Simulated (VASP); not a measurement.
Set up this calculation in VASP 6.6.1, as the native input.

- Task: single point
- Functional: PBE
- Potentials or basis: VASP PAW PBE potentials, release 64 (Ta_sv_GW)
- Cutoff: 500 eV
- k mesh: 17 × 17 × 9
- Occupations: fermi-dirac, width 0.1 eV
- Spin: no spin polarisation
- Dipole correction: no
- Further INCAR settings: ALGO = Normal; EDIFF = 1e-06; NBANDS = 20

The structure of Ta lies in POSCAR:

```
Ta
1.0
    2.6028865756      0.0000000000      0.0000000000
   -1.3014432878      2.2541658976      0.0000000000
    0.0000000000      0.0000000000      4.5426619004
Ta
2
Direct
    0.3333333333      0.6666666667      0.2500000000
    0.6666666667      0.3333333333      0.7500000000
```

This isn't the form of Ta at room conditions, which is bcc.

The input as run:

INCAR

```
SYSTEM = Ta
PREC = Accurate
ENCUT = 500
EDIFF = 1E-6
ISMEAR = -1
SIGMA = 0.1
LREAL = .False.
LASPH = .True.
NELM = 120
ALGO = Normal
ISIF = 2
LWAVE = .False.
LCHARG = .True.
GGA = PE
LELF = .True.
LVHAR = .True.
NBANDS = 20
GGA_COMPAT = .False.
```

KPOINTS

```
regular mesh
0
Gamma
  17 17 9
  0 0 0
```

Potentials or basis: VASP PAW PBE potentials, release 64 (Ta_sv_GW).

The run is started by

```sh
$ cat potpaw_PBE.64/Ta_sv_GW/POTCAR > POTCAR
$ mpirun -np 1 vasp_std > vasp.out
```

It gave:

```json
{"Pressure": "118.6 GPa", "Band gap on the k mesh": "zero (bands 13 and 14 overlap by 3.67 eV)"}
```

Caveat: the cell stands under pressure; spin-orbit coupling is left out, which moves the levels of the heavy elements.

It took 32 s on 1 thread of AMD EPYC 9R45 96-Core Processor (Zen 5), with other jobs on the host, peak memory 0.17 GiB.
